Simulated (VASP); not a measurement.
Runs of VASP 6.6.1 on W. The structure is that of space group Pm-3m (No. 221), or close to it. The cells are those of the table. 

| task | cell | cutoff (eV) | gap on the mesh (eV) | pressure (GPa) |
| --- | --- | --- | --- | --- |
| relaxation of cell and atoms | relaxed to 49 GPa from a = 2.500 Å, 1 atom | 600 | none | 49.0 |
| single point | a = 2.500 Å, 1 atom | 520 | none | 50.8 |
| single point | a = 2.499 Å, 1 atom | 520 | none | (a) |
| relaxation of cell and atoms | relaxed to 49 GPa from a = 2.481 Å, 1 atom | 600 | none | 49.0 |

Alike in all rows: level PBE; potentials or basis VASP PAW PBE potentials, release 64 (W_sv); no spin polarisation; k mesh 15 × 15 × 15; smearing fermi-dirac 0.08 eV.

Task: Estimate the missing entries.

Result: (a) 50.9.

Caveats: spin-orbit coupling is left out, which moves the levels of the heavy elements; the cell is relaxed towards a set pressure, so the enthalpy falls and the energy may rise (some runs).

A k mesh can miss the band edges, and the runs leave out spin-orbit coupling on W.

A gap of «none» marks levels without a gap at the run's occupations.
